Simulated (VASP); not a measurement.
# Hf (Cmcm) in VASP: further runs

Runs on Hf. Level: PBE. Tasks: single point.

Program: VASP 6.6.1. These are calculated values, not measurements. Logs are shortened: lines on timing, memory, paths and dates and some standing lists are left out, and cuts for length are marked.

## (1) The cell of the first run

It takes space group Cmcm (No. 63, orthorhombic). Conventional cell: a = 3.197 Å, b = 5.537 Å, c = 5.058 Å, α = 90.00°, β = 90.00°, γ = 90.00°. Hf (site symmetry m2m) has 12 Hf at 3.03 to 3.42 Å within 4.0 Å.

## (2) Single point, PBE (atom 1 (Hf) moved by (+0.000, -0.450) A along x and y)

File INCAR:

```
SYSTEM = Hf
PREC = Accurate
ENCUT = 520
EDIFF = 1E-7
ISMEAR = 0
SIGMA = 0.15
LREAL = .FALSE.
LASPH = .TRUE.
NELM = 100
ALGO = Fast
ISIF = 2
LWAVE = .FALSE.
LCHARG = .TRUE.
GGA = PE
LELF = .TRUE.
LVHAR = .TRUE.
NBANDS = 17
```

File KPOINTS:

```
Automatic mesh
0
G
  18 18 10
  0 0 0
```

File POSCAR:

```
Hf
1.0
    3.1966985242      0.0000000000      0.0000000000
   -1.5983492621      2.7684221302      0.0000000000
    0.0000000000      0.0000000000      5.0578000000
Hf
2
Direct
    0.2520596007      0.5041192014      0.2500000000
    0.6666666667      0.3333333333      0.7500000000
```

Potentials or basis: VASP PAW PBE potentials, release 64 (Hf_pv).

Launch:

```
$ cat potpaw_PBE.64/Hf_pv/POTCAR > POTCAR
$ mpirun -np 1 vasp_std > vasp.out
```

OUTCAR:

```text
SYSTEM = Hf
   PREC = Accurate
   ENCUT = 520
   EDIFF = 1E-7
   ISMEAR = 0
   LREAL = .FALSE.
   LASPH = .TRUE.
   NELM = 100
   ISIF = 2
   GGA = PE

 ion  position               nearest neighbor table
   1  0.252  0.504  0.250-   2 3.03   2 3.03   2 3.03   2 3.03   2 3.42   2 3.42
   2  0.667  0.333  0.750-   1 3.03   1 3.03   1 3.03   1 3.03   1 3.42   1 3.42

  LATTYP: Found a hexagonal cell.
 ALAT       =     3.1966985242
 C/A-ratio  =     1.5821948681

  Lattice vectors:

 A1 = (   3.1966985242,   0.0000000000,   0.0000000000)
 A2 = (  -1.5983492621,   2.7684221302,   0.0000000000)
 A3 = (   0.0000000000,   0.0000000000,   5.0578000000)

Analysis of symmetry for initial positions (statically):
=====================================================================
 Subroutine PRICEL returns:
 Original cell was already a primitive cell.

 Routine SETGRP: Setting up the symmetry group for a
 hexagonal supercell.

 Subroutine GETGRP returns: Found  8 space group operations
 (whereof  2 operations were pure point group operations)
 out of a pool of 24 trial point group operations.

The static configuration has the point symmetry C_1h.
 The point group associated with its full space group is D_2h.

Analysis of symmetry for dynamics (positions and initial velocities):
=====================================================================
 Subroutine PRICEL returns:
 Original cell was already a primitive cell.

 Routine SETGRP: Setting up the symmetry group for a
 hexagonal supercell.

 Subroutine GETGRP returns: Found  8 space group operations
 (whereof  2 operations were pure point group operations)
 out of a pool of 24 trial point group operations.

The dynamic configuration has the point symmetry C_1h.
 The point group associated with its full space group is D_2h.

 Subroutine INISYM returns: Found  8 space group operations
 (whereof  2 operations are pure point group operations),
 and found     1 'primitive' translations

----------------------------------------------------------------------------------------

                                     Primitive cell

  volume of cell :      44.7606

  direct lattice vectors                    reciprocal lattice vectors
     3.196698524  0.000000000  0.000000000     0.312822743  0.180608295  0.000000000
    -1.598349262  2.768422130  0.000000000     0.000000000  0.361216589  0.000000000
     0.000000000  0.000000000  5.057800000     0.000000000  0.000000000  0.197714421

  length of vectors
     3.196698524  3.196698524  5.057800000     0.361216589  0.361216589  0.197714421

  position of ions in fractional coordinates (direct lattice)
     0.252059601  0.504119201  0.250000000
     0.666666667  0.333333333  0.750000000

  ion indices of the primitive-cell ions
   primitive index   ion index
                 1           1
                 2           2

----------------------------------------------------------------------------------------

 KPOINTS: Automatic mesh

Automatic generation of k-mesh.
 Grid dimensions read from file:
 generate k-points for:   18   18   10

 Generating k-lattice:

  Cartesian coordinates                     Fractional coordinates (reciprocal lattice)
     0.017379041  0.010033794  0.000000000     0.055555556  0.000000000  0.000000000
     0.000000000  0.020067588  0.000000000     0.000000000  0.055555556  0.000000000
     0.000000000  0.000000000  0.019771442     0.000000000  0.000000000  0.100000000

  Length of vectors
     0.020067588  0.020067588  0.019771442

  Shift w.r.t. Gamma in fractional coordinates (k-lattice)
     0.000000000  0.000000000  0.000000000

 Subroutine IBZKPT returns following result:
 ===========================================

 Found    546 irreducible k-points:

 Following reciprocal coordinates:
            Coordinates               Weight
  0.000000  0.000000  0.000000      1.000000
  0.055556  0.000000  0.000000      4.000000
  0.000000  0.055556  0.000000      2.000000
  0.111111  0.000000  0.000000      4.000000
  0.000000  0.111111  0.000000      2.000000
  0.166667  0.000000  0.000000      4.000000
[... 16 lines left out ...]
 -0.055556  0.166667  0.000000      4.000000
 -0.166667  0.111111  0.000000      4.000000
 [... further k-points ...]
   k-points           NKPTS =    546   k-points in BZ     NKDIM =    546   number of bands    NBANDS=     17
   number of dos      NEDOS =    301   number of ions     NIONS =      2
   total plane-waves  NPLWV =  23040
   dimension x,y,z NGX =    24 NGY =   24 NGZ =   40
   dimension x,y,z NGXF=    48 NGYF=   48 NGZF=   80
   ions per type =               2
   NGX,Y,Z   is equivalent  to a cutoff of  12.48, 12.48, 13.15 a.u.
   NGXF,Y,Z  is equivalent  to a cutoff of  24.96, 24.96, 26.30 a.u.
 SYSTEM =  Hf
   PREC   = accura    normal or accurate (medium, high low for compatibility)
   ISTART =      0    job   : 0-new  1-cont  2-samecut
   ICHARG =      2    charge: 1-file 2-atom 10-const
   ISPIN  =      1    spin polarized calculation?
   LNONCOLLINEAR =      F non collinear calculations
   LSORBIT =      F    spin-orbit coupling
   LASPH  =      T    aspherical Exc in radial PAW
   ENCUT  =  520.0 eV  38.22 Ry    6.18 a.u.   5.94  5.94  9.40*2*pi/ulx,y,z
   NELM   =    100;   NELMIN=  2; NELMDL= -5     # of ELM steps
   EDIFF  = 0.1E-06   stopping-criterion for ELM
   LREAL  =      F    real-space projection
   EDIFFG = 0.1E-05   stopping-criterion for IOM
   NSW    =      0    number of steps for IOM
   IBRION =     -1    ionic relax: 0-MD 1-quasi-New 2-CG
   NFREE  =      0    steps in history (QN), initial steepest desc. (CG)
   ISIF   =      2    stress and relaxation
   ISYM   =      2    0-nonsym 1-usesym 2-fastsym
   POTIM  = 0.5000    time-step for ionic-motion
   TEBEG  =    0.0;   TEEND  =   0.0 temperature during run
   PSTRESS=    0.0 pullay stress
   NELECT =      20.0000    total number of electrons
   NUPDOWN=      -1.0000    fix difference up-down
   EMIN   =  10.00;   EMAX   =-10.00  energy-range for DOS
   EFERMI =   0.00;   METHOD = LEGACY
   ISMEAR =     0;   SIGMA  =   0.15  broadening in eV -4-tet -1-fermi 0-gaus
   EFERMI_NEDOS =   21; number of points for ismear=-14 and -15
   IALGO  =     68    algorithm
   IMIX   =      4    mixing-type and parameters
     AMIX     =   0.40;   BMIX     =  1.00
     AMIX_MAG =   1.60;   BMIX_MAG =  1.00
  volume/ion in A,a.u.               =      22.38       151.03
  Fermi-wavevector in a.u.,A,eV,Ry     =   1.251564  2.365112 21.312324  1.566412
  Thomas-Fermi vector in A             =   2.385505
   LORBIT       =      0    0 simple, 1 ext, 2 COOP (PROOUT), +10 PAW based schemes
   GGA     = PE    functional components
   LHFCALC =     F    Hartree Fock is set to
   AEXX    =    0.0000 exact exchange contribution
   IVDW    =     0    specifies the selected vdW correction
   LEPSILON=     F    determine dielectric tensor
   LRPA    =     F    only Hartree local field effects (RPA)
 non-spin polarized calculation
 RMM-DIIS sequential band-by-band and
 Gauss-broadening in eV      SIGMA  =   0.15
  energy-cutoff  :      520.00
  volume of cell :       44.76
 maximum number of plane-waves:      1236
   NGX = 11   NGY = 11   NGZ = 19

 number of electron      20.0000003 magnetization

 Free energy of the ion-electron system (eV)
  ---------------------------------------------------
  ext. energy  EPLUGINS =         0.00000000
  ---------------------------------------------------
  free energy    TOTEN  =       -19.69630603 eV

  energy without entropy =      -19.66592338  energy(sigma->0) =      -19.68111470

 E-fermi :   4.7556     XC(G=0): -11.2763

 val. band max:        4.7552131923   @ k =  -0.3333   0.1667   0.3000
 cond. band min:       4.7556968971   @ k =  -0.1111   0.0556   0.5000
 fundamental gap:      0.0004837048
 Fermi energy:         4.7556401890

 k-point     1 :       0.0000    0.0000    0.0000
  band No.  band energies     occupation
      1     -26.1860      2.00000
      2     -25.4742      2.00000
      3     -25.3508      2.00000
      4     -25.3414      2.00000
      5     -25.2380      2.00000
      6     -25.2360      2.00000
[... 9 lines left out ...]
     16       8.8011      0.00000
     17       9.0022      0.00000

 k-point     2 :       0.0556    0.0000    0.0000
  band No.  band energies     occupation
      1     -26.1769      2.00000
      2     -25.4875      2.00000
      3     -25.3608      2.00000
      4     -25.3467      2.00000
      5     -25.2531      2.00000
      6     -25.2410      2.00000
[... 9 lines left out ...]
     16       8.6666      0.00000
     17       9.1097      0.00000

 k-point     3 :       0.0000    0.0556    0.0000
  band No.  band energies     occupation
      1     -26.1807      2.00000
      2     -25.4788      2.00000
      3     -25.3777      2.00000
      4     -25.3496      2.00000
      5     -25.2414      2.00000
      6     -25.2367      2.00000
[... 9 lines left out ...]
     16       8.5928      0.00000
     17       9.3972      0.00000

 k-point     4 :       0.1111    0.0000    0.0000
  band No.  band energies     occupation
      1     -26.1500      2.00000
      2     -25.5271      2.00000
      3     -25.3881      2.00000
      4     -25.3688      2.00000
      5     -25.2893      2.00000
      6     -25.2560      2.00000
[... 9 lines left out ...]
     16       8.3003      0.00000
     17       9.3864      0.00000
[... 343 lines left out ...]
      1     -26.1350      2.00000
      2     -25.5486      2.00000
      3     -25.4539      2.00000
      4     -25.3945      2.00000
      5     -25.2914      2.00000
      6     -25.2584      2.00000
[... 9 lines left out ...]
     16       8.0348      0.00000
     17       9.9870      0.00000

 k-point    23 :      -0.0556    0.1667    0.0000
  band No.  band energies     occupation
      1     -26.1467      2.00000
      2     -25.5193      2.00000
      3     -25.4866      2.00000
      4     -25.4116      2.00000
      5     -25.2693      2.00000
      6     -25.2453      2.00000
[... 9 lines left out ...]
     16       8.2174      0.00000
     17      10.3420      0.00000

 k-point    24 :      -0.1667    0.1111    0.0000
  band No.  band energies     occupation
      1     -26.1164      2.00000
      2     -25.5722      2.00000
      3     -25.4032      2.00000
      4     -25.3800      2.00000
      5     -25.3358      2.00000
      6     -25.2792      2.00000
[... 9 lines left out ...]
     16       8.1740      0.00000
     17       9.1739      0.00000

 [... further k-points ...]
[... 5 lines left out ...]
  --------------------------------------------------------------------------------------
  -------------------------------------------------------------------------------------
  Total        0.4226090     -1.0116442      0.6223970      0.0000000     -0.0000000      0.0000000
  in kB       15.1270305    -36.2111849     22.2783212      0.0000000     -0.0000000      0.0000000
  external PRESSURE =       0.3980556 kB  Pullay stress =       0.0000000 kB

 VOLUME and BASIS-vectors are now :
 -----------------------------------------------------------------------------
  energy-cutoff  :      520.00
  volume of cell :       44.76
      direct lattice vectors                 reciprocal lattice vectors
     3.196698524  0.000000000  0.000000000     0.312822743  0.180608295  0.000000000
    -1.598349262  2.768422130  0.000000000     0.000000000  0.361216589  0.000000000
     0.000000000  0.000000000  5.057800000     0.000000000  0.000000000  0.197714421

 POSITION                                       TOTAL-FORCE (eV/Angst)
 -----------------------------------------------------------------------------------
      0.00000      1.39561      1.26445        -0.000000      0.566772      0.000000
      1.59835      0.92281      3.79335         0.000000     -0.566772      0.000000
 -----------------------------------------------------------------------------------
    total drift:                               -0.000000     -0.000004      0.000000

  FREE ENERGIE OF THE ION-ELECTRON SYSTEM (eV)
  ---------------------------------------------------
  free  energy   TOTEN  =       -19.6963060272 eV

  energy  without entropy=      -19.6659233823  energy(sigma->0) =      -19.68111470
```

Wall time 3.5 min (1 thread of Intel Xeon 6975P-C (Granite Rapids), shared host); peak memory 0.44 GiB.

Results:

* Free energy: -19.6963 eV
* Pressure: 0.0 GPa
* Largest force: 0.567 eV/Å
* Band gap on the k mesh: zero (band 10 reaches 5.58 eV, above the bottom of band 11 at 4.14 eV)

Forces in eV/Å, atoms in the order of the input:
```
Hf   0.000  0.567  0.000
Hf   0.000 -0.567  0.000
```

Levels at points of the mesh, in eV from the Fermi level:
```
           k point  band 7  band 8  band 9  band 10  band 11  band 12  band 13  band 14
(0.00, 0.00, 0.00)   -7.21   -3.55    0.66     0.82     1.09     1.77     1.90     2.58
(0.50, 0.00, 0.00)   -2.84   -2.52   -1.56    -0.64     0.18     1.07     1.55     5.15
(0.00, 0.50, 0.00)   -3.75   -2.67   -2.61    -0.35     0.63     2.49     2.96     6.07
(0.00, 0.00, 0.50)   -5.24   -5.24    0.28     0.28     1.32     1.32     1.53     1.53
(0.50, 0.00, 0.50)   -3.38   -3.38   -1.00    -1.00     1.30     1.30     3.39     3.39
(0.00, 0.50, 0.50)   -2.80   -2.80   -1.25    -1.25     1.40     1.40     2.73     2.73
```

Caveat: the cell differs from its parent crystal (atom 1 (Hf) moved by (+0.000, -0.450) A along x and y); spin-orbit coupling is left out, which moves the levels of the heavy elements.

## (3) Single point, PBE (atom 1 (Hf) moved by (+0.000, +0.450) A along x and y)

File INCAR:

```
  PREC = Accurate
  ENCUT = 520
  EDIFF = 1E-7
  ISMEAR = 0
  SIGMA = 0.15
  LREAL = False
  LASPH = True
  NELM = 100
  ALGO = Fast
  ISIF = 2
  LWAVE = False
  LCHARG = True
  GGA = PE
  LELF = True
  LVHAR = True
  NBANDS = 17
```

File KPOINTS:

```
regular mesh
0
Gamma
  18 18 10
```

POSCAR: that of step 2 with these lines changed.

```diff
@@ -8,3 +8,3 @@
 Direct
-    0.2520596007      0.5041192014      0.2500000000
+    0.4146070660      0.8292141319      0.2500000000
     0.6666666667      0.3333333333      0.7500000000
```

Potentials or basis: VASP PAW PBE potentials, release 64 (Hf_pv).

Launch:

```
$ cat potpaw_PBE.64/Hf_pv/POTCAR > POTCAR
$ mpirun -np 1 vasp_std > vasp.out
```

Run time: 2.8 min. Hardware: 1 thread of Intel Xeon 6975P-C (Granite Rapids), shared host; peak memory 0.44 GiB.

The run converged. Its results:

```
Free energy            : -19.6585 eV
Pressure               : -0.2 GPa
Largest force          : 0.816 eV/Å
Band gap on the k mesh : zero (band 10 reaches 5.60 eV, above the bottom of band 11 at 4.23 eV)
```

Forces on the atoms (eV/Å):
```
Hf   0.000 -0.816  0.000
Hf   0.000  0.816  0.000
```

Stress tensor (GPa, compression positive):
```
-5.94  0.00  0.00
 0.00  2.58  0.00
 0.00  0.00  2.67
```

Levels at points of the mesh, in eV from the Fermi level:
```tsv
k point	band 7	band 8	band 9	band 10	band 11	band 12	band 13	band 14
(0.00, 0.00, 0.00)	-7.19	-3.48	0.83	0.85	1.26	1.66	1.71	2.30
(0.50, 0.00, 0.00)	-3.47	-2.41	-2.37	-0.43	1.27	1.52	1.96	5.30
(0.00, 0.50, 0.00)	-2.77	-2.48	-1.02	-0.87	-0.46	1.10	1.31	5.81
(0.00, 0.00, 0.50)	-5.22	-5.22	0.12	0.12	1.10	1.10	1.64	1.64
(0.50, 0.00, 0.50)	-3.06	-3.06	-1.21	-1.21	1.14	1.14	3.51	3.51
(0.00, 0.50, 0.50)	-3.43	-3.43	-0.80	-0.80	1.35	1.35	2.87	2.87
```

Caveat: the cell differs from its parent crystal (atom 1 (Hf) moved by (+0.000, +0.450) A along x and y); spin-orbit coupling is left out, which moves the levels of the heavy elements.

(Part 1 of 2 ends here.)
